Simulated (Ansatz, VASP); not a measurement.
One calculation of W3Se, two programs

```
W Se
1.0
     4.01375    0.00000    0.00000
     0.00000    4.01375    0.00000
     0.00000    0.00000    4.01375
W Se
3 1
Direct
  0.00000 0.50000 0.50000
  0.50000 0.00000 0.50000
  0.50000 0.50000 0.00000
  0.00000 0.00000 0.00000
```

Alike in both runs: functional r2SCAN; k mesh 4 × 4 × 4; occupations gaussian, width 0.1 eV; no spin polarisation.

Ansatz relaxed the structure, and its values are those at the end. VASP's run is a single point on that final structure, the one shown.

```csv
,VASP,Ansatz
version,VASP 6.6.1,Ansatz 0.2.0
potentials or method,"VASP PAW PBE potentials, release 64 (W_sv, Se), cutoff 520 eV","scalar-relativistic, plane waves, PAW"
valence electrons in the cell,48,58
```

|  | VASP | Ansatz | Ansatz less VASP |
| --- | --- | --- | --- |
| gap on the k mesh at the Fermi level (eV) | none | none | - |
| pressure (GPa) | 0.9 | 0.0 | -0.98 |

VASP's potentials were made for PBE, not for r2SCAN. A gap of «none» marks a metal or a gap that the smearing closes. VASP's potentials hold 48 valence electrons a cell and Ansatz's 58, so a difference there can come from the potentials and not from the codes.

The k mesh is coarse, so the values compare programs but aren't converged. Spin-orbit coupling is off throughout.
